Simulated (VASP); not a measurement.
# ZnSe (Stilleite) (F-43m) in VASP: vibrations by perturbation theory with PBE

Aim: the vibrations by perturbation theory of ZnSe (Stilleite) with PBE.

All numbers are computed with VASP 6.6.1; they aren't measurements. Logs are shortened: lines on timing, memory, paths and dates and some standing lists are left out, and cuts for length are marked.

**1. The cell of the first run**

The structure is cubic, space group F-43m (No. 216). Conventional cell: a = 5.668 Å, b = 5.668 Å, c = 5.668 Å, α = 90.00°, β = 90.00°, γ = 90.00°. Zn (site symmetry -43m) has 4 Se at 2.45 Å within 3.2 Å. Within 3.2 Å of Se (site symmetry -43m) lie 4 Zn at 2.45 Å.

**2. Vibrations by perturbation theory, PBE**

INCAR reads:

```
ALGO = Normal
EDIFF = 1E-8
ENCUT = 520
GGA = PE
IBRION = 8
ISIF = 2
ISMEAR = 0
LASPH = T
LCHARG = F
LREAL = F
LWAVE = F
NBANDS = 16
NELM = 80
NSW = 1
PREC = Accurate
SIGMA = 0.01
```

KPOINTS reads:

```
k-points
0
Gamma
  6 6 6
```

POSCAR reads:

```
ZnSe
1.0
    0.0000000000      2.8338000000      2.8338000000
    2.8338000000      0.0000000000      2.8338000000
    2.8338000000      2.8338000000      0.0000000000
Zn Se
1 1
Direct
    0.0000000000      0.0000000000      0.0000000000
    0.2500000000      0.2500000000      0.2500000000
```

Potentials or basis: VASP PAW PBE potentials, release 64 (Zn, Se).

The run is started by

```sh
$ cat potpaw_PBE.64/Zn/POTCAR potpaw_PBE.64/Se/POTCAR > POTCAR
$ mpirun -np 1 vasp_std > vasp.out
```

OUTCAR:

```text
EDIFF = 1E-8
   ENCUT = 520
   GGA = PE
   IBRION = 8
   ISIF = 2
   ISMEAR = 0
   LASPH = T
   LREAL = F
   NELM = 80
   NSW = 1
   PREC = Accurate

 ion  position               nearest neighbor table
   1  0.000  0.000  0.000-   2 2.45   2 2.45   2 2.45   2 2.45
   2  0.250  0.250  0.250-   1 2.45   1 2.45   1 2.45   1 2.45

  LATTYP: Found a face centered cubic cell.
 ALAT       =     5.6676000000

  Lattice vectors:

 A1 = (   0.0000000000,   2.8338000000,   2.8338000000)
 A2 = (   2.8338000000,   0.0000000000,   2.8338000000)
 A3 = (   2.8338000000,   2.8338000000,   0.0000000000)

Analysis of symmetry for initial positions (statically):
=====================================================================
 Subroutine PRICEL returns:
 Original cell was already a primitive cell.

 Routine SETGRP: Setting up the symmetry group for a
 face centered cubic supercell.

 Subroutine GETGRP returns: Found 24 space group operations
 (whereof 24 operations were pure point group operations)
 out of a pool of 48 trial point group operations.

The static configuration has the point symmetry T_d .

Analysis of symmetry for dynamics (positions and initial velocities):
=====================================================================
 Subroutine PRICEL returns:
 Original cell was already a primitive cell.

 Routine SETGRP: Setting up the symmetry group for a
 face centered cubic supercell.

 Subroutine GETGRP returns: Found 24 space group operations
 (whereof 24 operations were pure point group operations)
 out of a pool of 48 trial point group operations.

The dynamic configuration has the point symmetry T_d .

 Subroutine INISYM returns: Found 24 space group operations
 (whereof 24 operations are pure point group operations),
 and found     1 'primitive' translations

----------------------------------------------------------------------------------------

                                     Primitive cell

  volume of cell :      45.5132

  direct lattice vectors                    reciprocal lattice vectors
     0.000000000  2.833800000  2.833800000    -0.176441527  0.176441527  0.176441527
     2.833800000  0.000000000  2.833800000     0.176441527 -0.176441527  0.176441527
     2.833800000  2.833800000  0.000000000     0.176441527  0.176441527 -0.176441527

  length of vectors
     4.007598393  4.007598393  4.007598393     0.305605690  0.305605690  0.305605690

  position of ions in fractional coordinates (direct lattice)
     0.000000000  0.000000000  0.000000000
     0.250000000  0.250000000  0.250000000

  ion indices of the primitive-cell ions
   primitive index   ion index
                 1           1
                 2           2

----------------------------------------------------------------------------------------

 KPOINTS: k-points

Automatic generation of k-mesh.
 Grid dimensions read from file:
 generate k-points for:    6    6    6

 Generating k-lattice:

  Cartesian coordinates                     Fractional coordinates (reciprocal lattice)
    -0.029406921  0.029406921  0.029406921     0.166666667  0.000000000  0.000000000
     0.029406921 -0.029406921  0.029406921     0.000000000  0.166666667  0.000000000
     0.029406921  0.029406921 -0.029406921     0.000000000  0.000000000  0.166666667

  Length of vectors
     0.050934282  0.050934282  0.050934282

  Shift w.r.t. Gamma in fractional coordinates (k-lattice)
     0.000000000  0.000000000  0.000000000

 Subroutine IBZKPT returns following result:
[... 63 lines left out ...]
  Thomas-Fermi vector in A             =   2.337476
   LORBIT       =      0    0 simple, 1 ext, 2 COOP (PROOUT), +10 PAW based schemes
   GGA     = PE    functional components
   LHFCALC =     F    Hartree Fock is set to
   AEXX    =    0.0000 exact exchange contribution
   IVDW    =     0    specifies the selected vdW correction
   LEPSILON=     F    determine dielectric tensor
   LRPA    =     F    only Hartree local field effects (RPA)
 non-spin polarized calculation
 Gauss-broadening in eV      SIGMA  =   0.01
  energy-cutoff  :      520.00
  volume of cell :       45.51
 maximum number of plane-waves:      1243
 NGX is ok and might be reduce to    30
   NGX = 15   NGY = 15   NGZ = 15

--------------------------------------- Ionic step        1  -------------------------------------------

 number of electron      18.0000012 magnetization

 Free energy of the ion-electron system (eV)
  ---------------------------------------------------
  ext. energy  EPLUGINS =         0.00000000
  ---------------------------------------------------
  free energy    TOTEN  =        -6.01491960 eV

  energy without entropy =       -6.01491960  energy(sigma->0) =       -6.01491960

 E-fermi :   1.7383     XC(G=0):  -9.3200

 val. band max:        1.6166574550   @ k =   0.0000   0.0000   0.0000
 cond. band min:       2.9055240059   @ k =   0.0000   0.0000   0.0000
 fundamental gap:      1.2888665510
 Fermi energy:         1.7383489685

 k-point     1 :       0.0000    0.0000    0.0000
  band No.  band energies     occupation
      1     -11.6420      2.00000
      2      -4.9325      2.00000
      3      -4.9325      2.00000
      4      -4.9325      2.00000
      5      -4.5631      2.00000
      6      -4.5631      2.00000
[... 283 lines left out ...]
      5      -4.5487      2.00000
      6      -4.2921      2.00000
[... 8 lines left out ...]
     15      15.3723      0.00000
     16      15.7964      0.00000

------------------------ aborting loop because EDIFF is reached ----------------------------------------

  FORCE on cell =-STRESS in cart. coord.  units (eV):
  Direction    XX          YY          ZZ          XY          YZ          ZX
  --------------------------------------------------------------------------------------
  -------------------------------------------------------------------------------------
  Total        0.6735302      0.6735302      0.6735302     -0.0000000     -0.0000000     -0.0000000
  in kB       23.7099184     23.7099184     23.7099184     -0.0000000     -0.0000000     -0.0000000
  external PRESSURE =      23.7099184 kB  Pullay stress =       0.0000000 kB

 VOLUME and BASIS-vectors are now :
 -----------------------------------------------------------------------------
  energy-cutoff  :      520.00
  volume of cell :       45.51
      direct lattice vectors                 reciprocal lattice vectors
     0.000000000  2.833800000  2.833800000    -0.176441527  0.176441527  0.176441527
     2.833800000  0.000000000  2.833800000     0.176441527 -0.176441527  0.176441527
     2.833800000  2.833800000  0.000000000     0.176441527  0.176441527 -0.176441527

 POSITION                                       TOTAL-FORCE (eV/Angst)
 -----------------------------------------------------------------------------------
      0.00000      0.00000      0.00000        -0.000000     -0.000000     -0.000000
      1.41690      1.41690      1.41690         0.000000      0.000000      0.000000
 -----------------------------------------------------------------------------------
    total drift:                               -0.000001     -0.000001     -0.000001

  FREE ENERGIE OF THE ION-ELECTRON SYSTEM (eV)
  ---------------------------------------------------
  free  energy   TOTEN  =        -6.0149195969 eV

  energy  without entropy=       -6.0149195969  energy(sigma->0) =       -6.01491960

[... ionic steps 2 to 3 ...]

--------------------------------------- Ionic step        4  -------------------------------------------

------------------------ aborting loop because EDIFF is reached ----------------------------------------

[... ionic steps 5 to 6 ...]

--------------------------------------- Ionic step        7  -------------------------------------------

 Free energy of the ion-electron system (eV)
  ---------------------------------------------------
  ---------------------------------------------------
  free energy    TOTEN  =        -0.08262176 eV

  energy without entropy =       -0.08262176

------------------------ aborting loop because EDIFF is reached ----------------------------------------

 INTERNAL STRAIN TENSOR  FOR ION    2  DIRECTION 1   (eV/Angst):
 -----------------------------------------------------------------------------
     0.02329  0.00000  0.00000
     0.00000 -0.00116 -5.65539
     0.00000 -5.65539 -0.00116

 INTERNAL STRAIN TENSOR FOR ION    2 for displacements in x,y,z  (eV/Angst):
          X           Y           Z          XY          YZ          ZX
  --------------------------------------------------------------------------------
  x    -0.00000    -0.00000    -0.00000     0.00000    -5.65539     0.00000
  y     0.00000    -0.00000     0.00000     0.00000     0.00000    -5.65539
  z    -0.00000    -0.00000    -0.00000    -5.65539     0.00000     0.00000

 SECOND DERIVATIVES (NOT SYMMETRIZED)
 ------------------------------------
               1X          1Y          1Z          2X          2Y          2Z
  1X    -5.772296    0.000000    0.000000    5.772296    0.000000    0.000000
  1Y     0.000000   -5.772296    0.000000    0.000000    5.772296    0.000000
  1Z     0.000000    0.000000   -5.772296    0.000000    0.000000    5.772296
  2X     5.706904    0.000000    0.000000   -5.706904    0.000000    0.000000
  2Y     0.000000    5.706904    0.000000    0.000000   -5.706904    0.000000
  2Z     0.000000    0.000000    5.706904    0.000000    0.000000   -5.706904

 Eigenvectors and eigenvalues of the dynamical matrix
 ----------------------------------------------------

   1 f  =    6.264100 THz    39.358502 2PiTHz  208.947890 cm-1    25.906225 meV
             X         Y         Z           dx          dy          dz
      0.000000  0.000000  0.000000     0.000000    0.741502    0.000000
      1.416900  1.416900  1.416900     0.000000   -0.670951    0.000000
[... 21 lines left out ...]
   6 f/i=    0.017753 THz     0.111545 2PiTHz    0.592177 cm-1     0.073421 meV
             X         Y         Z           dx          dy          dz
      0.000000  0.000000  0.000000     0.000000    0.000000   -0.670951
      1.416900  1.416900  1.416900     0.000000    0.000000   -0.741502

--------------------------------------------------------------------------------------------------------

 ELASTIC MODULI CONTR FROM IONIC RELAXATION (kBar)
 Direction    XX          YY          ZZ          XY          YZ          ZX
 --------------------------------------------------------------------------------
 XX          -0.0000     -0.0000     -0.0000     -0.0000     -0.0000      0.0000
 YY          -0.0000     -0.0000     -0.0000     -0.0000     -0.0000     -0.0000
 ZZ          -0.0000     -0.0000     -0.0000     -0.0000     -0.0000      0.0000
 XY          -0.0000     -0.0000     -0.0000   -196.3399      0.0000     -0.0000
 YZ          -0.0000     -0.0000     -0.0000      0.0000   -196.3399     -0.0000
 ZX           0.0000     -0.0000      0.0000     -0.0000     -0.0000   -196.3399
 --------------------------------------------------------------------------------
```

Run time: 1.8 min. Hardware: 1 thread of Intel Xeon 6975P-C, shared host; peak memory 0.25 GiB.

What came out:

```
Highest phonon frequency at Γ, LO-TO splitting left out : 209 cm⁻¹
```

Phonon frequencies in cm⁻¹ (negative: imaginary):
```tsv
q point	frequencies
(0.000, 0.000, 0.000)	-1 -1 -1 209 209 209
```

Caveat: the cell wasn't relaxed at this level first, which shifts response properties.
